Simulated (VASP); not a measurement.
Here is a VASP 6.6.1 calculation.

File INCAR:

```
SYSTEM = In
ALGO     = Fast           ! electronic algorithm
EDIFF    = 1E-6           ! SCF threshold, eV
ENCUT    = 520            ! plane-wave cutoff, eV
GGA      = PE             ! functional
ISIF     = 2              ! what is computed and relaxed
ISMEAR   = 0              ! smearing method
LASPH    = .TRUE.         ! aspherical terms in the spheres
LCHARG   = .FALSE.        ! write CHGCAR
LREAL    = .FALSE.        ! projectors in reciprocal space
LWAVE    = .FALSE.        ! write WAVECAR
NBANDS   = 12             ! bands
NELM     = 80             ! most SCF steps
PREC     = Accurate       ! precision mode
SIGMA    = 0.15           ! smearing width, eV
```

The input KPOINTS:

```
k-points
0
G
  20 20 20
  0 0 0
```

The input POSCAR:

```
In
1.0
   -1.6546076250      1.6261500000      2.4739500000
    1.6546076250     -1.6261500000      2.4739500000
    1.6546076250      1.6261500000     -2.4739500000
In
1
Direct
    0.0000000000      0.0000000000      0.0000000000
```

Potentials or basis: VASP PAW PBE potentials, release 64 (In_d).

Launch:

```console
$ cat potpaw_PBE.64/In_d/POTCAR > POTCAR
$ mpirun -np 1 vasp_std > vasp.out
```

(1) What does it give for the pressure?

(2) What does it give for the band gap on the k mesh?

Answers

(1) 1.2 GPa.

(2) zero (an odd number of electrons rules out a gap without spin polarisation).

Caveat: the cell differs from its parent crystal (strain +0.0175 x Voigt [1, 0, 0, 0, 0, 0]); spin-orbit coupling is left out, which moves the levels of the heavy elements.
